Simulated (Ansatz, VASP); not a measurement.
## One calculation of BaZrO3, two programs

```
Ba Zr O
1.0
     4.20518    0.00000    0.00000
     0.00000    4.20518    0.00000
     0.00000    0.00000    4.20518
Ba Zr O
1 1 3
Direct
  0.00000 0.00000 0.00000
  0.50000 0.50000 0.50000
  0.00000 0.50000 0.50000
  0.50000 0.00000 0.50000
  0.50000 0.50000 0.00000
```

Alike in both runs: task single point; functional r2SCAN; k mesh 6 × 6 × 6; occupations gaussian, width 0.02 eV; no spin polarisation.

```csv
,VASP,Ansatz
version,VASP 6.6.1,Ansatz 0.2.0
potentials or method,"VASP PAW PBE potentials, release 64 (Ba_sv, Zr_sv, O), cutoff 520 eV","scalar-relativistic, plane waves, PAW"
valence electrons in the cell,40,40
```

|  | VASP | Ansatz | Ansatz less VASP |
| --- | --- | --- | --- |
| gap on the k mesh at the Fermi level (eV) | 3.68 | 3.73 | +0.053 |
| least direct gap on the mesh (eV) | 3.93 | 3.96 | +0.026 |

VASP's potentials were made for PBE, not for r2SCAN. With one functional, cell and mesh, what is left measures potentials, basis and numerics.

Neither program's run includes spin-orbit coupling.
